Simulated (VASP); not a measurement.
ZnSe (Stilleite):

```
CELL_PARAMETERS angstrom
0.00000 2.83380 2.83380
2.83380 0.00000 2.83380
2.83380 2.83380 0.00000
ATOMIC_POSITIONS crystal
Se 0.75000 0.75000 0.75000
Zn 0.00000 0.00000 0.00000
```

| Property | Result |
| --- | --- |
| Program | VASP 6.6.1 |
| Task | relaxation of cell and atoms |
| Functional | PBE |
| Potentials or basis | VASP PAW PBE potentials, release 64 (Se, Zn) |
| Cutoff | 600 eV |
| k mesh | 8 × 8 × 8 |
| Occupations | fermi-dirac, width 0.05 eV |
| Spin | no spin polarisation |

At the start: pressure 2.3 GPa; volume 22.76 Å³/atom.

Task: How do energy, volume and symmetry change on relaxing?

Result: Over 3 steps the energy falls by 6.1 meV/atom and the volume is 23.63 Å³/atom (+3.8 %); space group F-43m (No. 216, to 0.05 Å).

The path:
| step | energy change (eV) | largest force (eV/Å) | pressure (GPa) | volume (Å³) |
| --- | --- | --- | --- | --- |
| 1 | 0.0000 | 0.0000 | 2.34 | 45.51 |
| 2 | -0.0114 | 0.0000 | -0.55 | 47.73 |
| 3 | -0.0122 | 0.0000 | 0.01 | 47.25 |

Final structure:
```
CELL_PARAMETERS angstrom
0.00000 2.86944 2.86944
2.86944 0.00000 2.86944
2.86944 2.86944 0.00000
ATOMIC_POSITIONS crystal
Se 0.75000 0.75000 0.75000
Zn 0.00000 0.00000 0.00000
```
